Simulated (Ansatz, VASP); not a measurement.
InSb: VASP beside Ansatz

File INCAR:

```
  ALGO = Normal
  EDIFF = 1E-7
  ENCUT = 520
  GGA = PS
  ISIF = 2
  ISMEAR = 0
  LASPH = True
  LCHARG = True
  LELF = True
  LREAL = False
  LVHAR = True
  LWAVE = False
  NBANDS = 16
  NELM = 60
  PREC = Accurate
  SIGMA = 0.15
```

File KPOINTS:

```
k-points
0
Gamma
  14 14 14
```

POSCAR

```
InSb
1.0
    0.0000000000      3.2271886500      3.2271886500
    3.2271886500      0.0000000000      3.2271886500
    3.2271886500      3.2271886500      0.0000000000
In Sb
1 1
Direct
    0.0000000000      0.0000000000      0.0000000000
    0.5000000000      0.5000000000      0.5000000000
```

Input for Ansatz:

```yaml
crystal:
  lattice:
    - [0.0, 3.22718865, 3.22718865]
    - [3.22718865, 0.0, 3.22718865]
    - [3.22718865, 3.22718865, 0.0]
  atoms:
    - { symbol: In, position: [0.0, 0.0, 0.0] }
    - { symbol: Sb, position: [0.5, 0.5, 0.5] }
basis:
  ecutwfc: 420
kpoints:
  mp_grid: { grid: [14, 14, 14] }
hamiltonian:
  xc: pbesol
scf:
  occupations: { method: gaussian, width: 0.15 }
output:
  forces: true
  stress: true
  eigenvalues: true
  write_density: true
  write_potential: true
  elf: true
  volumetric_format: npy
```

Change from the starting cell: strain +0.050 along x and y, +0.050 along z, atoms carried along.

Alike in both runs: task single point; functional PBEsol; k mesh 14 × 14 × 14; occupations gaussian, width 0.15 eV; no spin polarisation.

|  | VASP | Ansatz |
| --- | --- | --- |
| version | VASP 6.6.1 | Ansatz 0.2.0 |
| potentials or method | VASP PAW PBE potentials, release 64 (In_d, Sb), cutoff 520 eV | scalar-relativistic, plane waves, PAW |
| valence electrons in the cell | 18 | 28 |

|  | VASP | Ansatz | Ansatz less VASP |
| --- | --- | --- | --- |
| gap on the k mesh at the Fermi level (eV) | none | none | - |
| pressure (GPa) | -6.9 | -6.9 | +0.02 |

VASP's potentials were made for PBE, not for PBEsol. A gap of «none» marks a metal or a gap that the smearing closes. VASP's potentials hold 18 valence electrons a cell and Ansatz's 28, so a difference there can come from the potentials and not from the codes.

Neither program's run includes spin-orbit coupling.
